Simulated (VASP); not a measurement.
Set up this calculation in VASP 6.6.1, as the native input.

```
Task                   : single point
Functional             : LDA
Potentials or basis    : VASP PAW LDA potentials, release 64 (Rb_sv)
Cutoff                 : 520 eV
k mesh                 : 8 × 8 × 8
Occupations            : methfessel-paxton, width 0.3 eV
Spin                   : no spin polarisation
Dipole correction      : no
Further INCAR settings : ALGO = Normal; EDIFF = 1e-06; NBANDS = 10
```

The structure of Rb lies in POSCAR:

```
Rb
1.0
   -2.6859640533      2.6859640533      2.6859640533
    2.6859640533     -2.6859640533      2.6859640533
    2.6859640533      2.6859640533     -2.6859640533
Rb
1
Direct
    0.0000000000      0.0000000000      0.0000000000
```

These files were run (other wordings do the same):

INCAR

```
ALGO = Normal
EDIFF = 1E-6
ENCUT = 520
ISIF = 2
ISMEAR = 1
LASPH = True
LCHARG = False
LREAL = False
LWAVE = False
NBANDS = 10
NELM = 100
PREC = Accurate
SIGMA = 0.3
```

KPOINTS

```
k-points
0
Gamma
  8 8 8
```

Potentials or basis: VASP PAW LDA potentials, release 64 (Rb_sv).

Launch:

```bash
$ cat potpaw_LDA.64/Rb_sv/POTCAR > POTCAR
$ mpirun -np 1 vasp_std > vasp.out
```

It gave:

```
Pressure               : 0.0 GPa
Band gap on the k mesh : zero (an odd number of electrons rules out a gap without spin polarisation)
```

Caveat: so wide a smearing shifts energies and pressures.

Run time: 29 s on 1 thread of AMD EPYC 7R13, on a shared host, peak memory 0.14 GiB.
